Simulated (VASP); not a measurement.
Wanted: the native input for a VASP 6.6.1 run.

| Item | Value |
| --- | --- |
| Task | single point |
| Functional | PBEsol |
| Potentials or basis | VASP PAW PBE potentials, release 64 (Ni, O) |
| Cutoff | 520 eV |
| k mesh | 8 × 8 × 8 |
| Occupations | gaussian, width 0.05 eV |
| Spin | collinear spin, antiferromagnetic start |
| Starting moments | [2.0, -2.0, 0.0, 0.0] μB |
| Hubbard terms | Ni d U = 4.0 eV |
| Dipole correction | no |
| Further INCAR settings | ALGO = Normal; EDIFF = 1e-06; NBANDS = 28 |

The structure of NiO lies in POSCAR:

```
NiO
1.0
    0.0000000000      2.0913095100      2.0913095100
    2.0913095100      0.0000000000      2.0913095100
    4.1826190200      4.1826190200      0.0000000000
Ni O
2 2
Direct
    0.0000000000      0.0000000000      0.0000000000
    0.0000000000      0.0000000000      0.5000000000
    0.5000000000      0.5000000000      0.2500000000
    0.5000000000      0.5000000000      0.7500000000
```

These files were run (other wordings do the same):

INCAR

```
SYSTEM = NiO
PREC = Accurate ; ENCUT = 520
EDIFF = 1E-6 ; ISMEAR = 0
SIGMA = 0.05 ; LREAL = .FALSE.
LASPH = .TRUE. ; NELM = 150
ALGO = Normal ; ISIF = 2
LWAVE = .FALSE. ; LCHARG = .TRUE.
ISPIN = 2 ; MAGMOM = 2 -2 0 0
LORBIT = 11 ; LMAXMIX = 4
LDAU = .TRUE. ; LDAUTYPE = 2
LDAUL = 2 -1 ; LDAUU = 4 0
LDAUJ = 0 0 ; LDAUPRINT = 1
GGA = PS ; LELF = .TRUE.
LVHAR = .TRUE. ; NBANDS = 28
```

KPOINTS

```
Automatic mesh
0
G
  8 8 8
  0 0 0
```

Potentials or basis: VASP PAW PBE potentials, release 64 (Ni, O).

Launch:

```console
$ cat potpaw_PBE.64/Ni/POTCAR potpaw_PBE.64/O/POTCAR > POTCAR
$ mpirun -np 1 vasp_std > vasp.out
```

Results of the run:

The pressure is -9.2 GPa. The band gap on the k mesh is 2.57 eV, the net moment is 0.00 μB per cell and the site moments are Ni +1.62, -1.62; O +0.00 μB. The valence electrons inside the program's atomic spheres are Ni 9.01; O 4.97.

Caveat: the cell stands under tension; the PAW data sets were made with another functional, which shifts forces and pressure a little.

Wall time 2.8 min on 1 thread of AMD EPYC 9R14 (Zen 4) (shared host), peak memory 0.22 GiB.
